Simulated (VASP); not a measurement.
Input of a VASP 6.6.1 run:

INCAR

```
PREC = Accurate
ENCUT = 520
EDIFF = 1E-7
ISMEAR = 0
SIGMA = 0.1
LREAL = F
LASPH = T
NELM = 60
ALGO = Normal
ISIF = 2
LWAVE = F
LCHARG = F
GGA = PE
NBANDS = 49
```

The input KPOINTS:

```
regular mesh
0
Gamma
  4 4 4
```

Contents of POSCAR:

```
Na3GaC
1.0
   -3.5540616800      3.5540616800      5.0262022300
    3.5540616800     -3.5540616800      5.0262022300
    3.5540616800      3.5540616800     -5.0262022300
Na Ga C
6 2 2
Direct
    0.2655839100      0.7655839100      0.0311678200
    0.7655839100      0.7344160900      0.5000000000
    0.7500000000      0.7500000000      0.0000000000
    0.7344160900      0.2344160900      0.9688321800
    0.2344160900      0.2655839100      0.5000000000
    0.2500000000      0.2500000000      0.0000000000
    0.7500000000      0.2500000000      0.5000000000
    0.2500000000      0.7500000000      0.5000000000
    0.5000000000      0.5000000000      0.0000000000
    0.0000000000      0.0000000000      0.0000000000
```

Potentials or basis: VASP PAW PBE potentials, release 64 (Na_pv, Ga_d, C).

The run is started by

```sh
$ cat potpaw_PBE.64/Na_pv/POTCAR potpaw_PBE.64/Ga_d/POTCAR potpaw_PBE.64/C/POTCAR > POTCAR
$ mpirun -np 1 vasp_std > vasp.out
```

Task: Predict the pressure.

Result: -1.2 GPa.

Task: What does it give for the band gap on the k mesh?

Result: Zero (band 38 reaches 0.81 eV, above the bottom of band 39 at 0.44 eV).

Task: Predict the largest force.

Result: 0.057 eV/Å.

Forces on the atoms (eV/Å):
```
Na  -0.040 -0.040  0.000
Na   0.040 -0.040  0.000
Na   0.000  0.000  0.000
Na   0.040  0.040  0.000
Na  -0.040  0.040  0.000
Na   0.000  0.000  0.000
Ga   0.000  0.000  0.000
Ga   0.000  0.000  0.000
C    0.000  0.000  0.000
C    0.000  0.000  0.000
```
